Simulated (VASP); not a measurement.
ZnS:

```
Zn S
1.0
     0.00000    2.70200    2.70200
     2.70200    0.00000    2.70200
     2.70200    2.70200    0.00000
Zn S
1 1
Direct
  0.25000 0.25000 0.25000
  0.00000 0.00000 0.00000
```

* Program: VASP 6.6.1
* Task: relaxation of cell and atoms
* Functional: PBE
* Potentials or basis: VASP PAW PBE potentials, release 64 (Zn, S)
* Cutoff: 600 eV
* k mesh: 10 × 10 × 10
* Occupations: gaussian, width 0.02 eV
* Spin: no spin polarisation

At the start: pressure 1.8 GPa; volume 19.73 Å³/atom.

Where does the relaxation end?

Over 6 steps the energy falls by 2.6 meV/atom and the volume is 20.21 Å³/atom (+2.4 %); space group F-43m (No. 216, to 0.05 Å).

The path:
```
step  energy change (eV)  largest force (eV/Å)  pressure (GPa)  volume (Å³)
   1              0.0000                0.0000            1.79        39.45
   2             -0.0046                0.0000           -0.52        40.72
   3             -0.0051                0.0000            0.06        40.40
   4             -0.0051                0.0000           -0.05        40.44
   5             -0.0051                0.0000            0.04        40.40
   6             -0.0051                0.0000           -0.01        40.42
```

Final structure:
```yaml
crystal:
  lattice:
    - [0.00000, 2.72380, 2.72380]
    - [2.72380, 0.00000, 2.72380]
    - [2.72380, 2.72380, 0.00000]
  atoms:
    - { symbol: Zn, position: [0.25000, 0.25000, 0.25000] }
    - { symbol: S, position: [0.00000, 0.00000, 0.00000] }
```
